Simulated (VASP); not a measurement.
A run of VASP 6.6.1:

File INCAR:

```
PREC = Accurate ; ENCUT = 520
EDIFF = 1E-6 ; ISMEAR = -1
SIGMA = 0.05 ; LREAL = F
LASPH = T ; NELM = 100
ALGO = Fast ; ISIF = 2
LWAVE = F ; LCHARG = F
GGA = PS ; NBANDS = 13
```

File KPOINTS:

```
regular mesh
0
Gamma
  11 11 11
```

The input POSCAR:

```
W
1.0
    0.0000000000      2.0300000000      2.0300000000
    2.0300000000      0.0000000000      2.0300000000
    2.0300000000      2.0300000000      0.0000000000
W
1
Direct
    0.0000000000      0.0000000000      0.0000000000
```

Potentials or basis: VASP PAW PBE potentials, release 64 (W_sv).

Command:

```sh
$ cat potpaw_PBE.64/W_sv/POTCAR > POTCAR
$ mpirun -np 1 vasp_std > vasp.out
```

Hardware: 1 thread of Intel(R) Xeon(R) 6975P-C (Granite Rapids) (shared host).

Problem. Estimate the wall time of this run.

Solution. Run time: 5.1 s on 1 thread of Intel(R) Xeon(R) 6975P-C (Granite Rapids), on a shared host, peak memory 0.14 GiB. Counts: scf iterations 13, k points 56.
